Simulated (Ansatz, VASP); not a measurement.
# One calculation of CdS, two programs

Contents of INCAR:

```
SYSTEM = CdS
PREC     = Accurate       ! precision mode
ENCUT    = 520            ! plane-wave cutoff, eV
EDIFF    = 1E-8           ! SCF threshold, eV
ISMEAR   = -1             ! smearing method
SIGMA    = 0.01           ! smearing width, eV
LREAL    = .FALSE.        ! projectors in reciprocal space
LASPH    = .TRUE.         ! aspherical terms in the spheres
NELM     = 60             ! most SCF steps
ALGO     = Normal         ! electronic algorithm
ISIF     = 2              ! what is computed and relaxed
LWAVE    = .FALSE.        ! write WAVECAR
LCHARG   = .FALSE.        ! write CHGCAR
GGA      = PE             ! functional
LEFG     = .TRUE.       
NBANDS   = 16             ! bands
```

The input KPOINTS:

```
regular mesh
0
G
  8 8 8
  0 0 0
```

POSCAR

```
CdS
1.0
    0.0000000000      2.9100000000      2.9100000000
    2.9100000000      0.0000000000      2.9100000000
    2.9100000000      2.9100000000      0.0000000000
Cd S
1 1
Direct
    0.0000000000      0.0000000000      0.0000000000
    0.7500000000      0.7500000000      0.7694395189
```

Input for Ansatz:

```yaml
crystal:
  lattice:
    - [0.0, 2.91, 2.91]
    - [2.91, 0.0, 2.91]
    - [2.91, 2.91, 0.0]
  atoms:
    - { symbol: Cd, position: [0.0, 0.0, 0.0] }
    - { symbol: S, position: [0.75, 0.75, 0.7694395189] }
kpoints:
  mp_grid: { grid: [8, 8, 8] }
scf:
  occupations: { method: fermi_dirac, width: 0.01 }
hamiltonian:
  xc: pbe
  pseudopotentials: { kind: all_electron, datasets: crystal }
output:
  forces: true
  stress: true
  eigenvalues: true
  efg: { contact_densities: true }
```

Alike in both runs: task electric field gradients; functional PBE; k mesh 8 × 8 × 8; occupations fermi-dirac, width 0.01 eV; no spin polarisation.

|  | VASP | Ansatz |
| --- | --- | --- |
| version | VASP 6.6.1 | Ansatz 0.2.0 |
| potentials or method | VASP PAW PBE potentials, release 64 (Cd, S), cutoff 520 eV | all-electron PAW with datasets made for the crystal, scalar-relativistic |

|  | VASP | Ansatz | Ansatz less VASP |
| --- | --- | --- | --- |
| gap on the k mesh at the Fermi level (eV) | 1.16 | 1.15 | -0.005 |
| pressure (GPa) | 3.8 | 3.5 | -0.34 |
| traceless stress, the component that is largest in VASP (GPa) | 1.39 | 1.35 | -0.047 |
| rms of the force components (eV/Å) | 0.254 | 0.247 | -0.0062 |
| size of Vzz on the site where it differs most (V/Å²) | 38.5 | 35.1 | -3.39 |

Atom by atom the forces differ by 0.006 eV/Å (rms over components). Ansatz ran all-electron here, and VASP with PAW potentials.
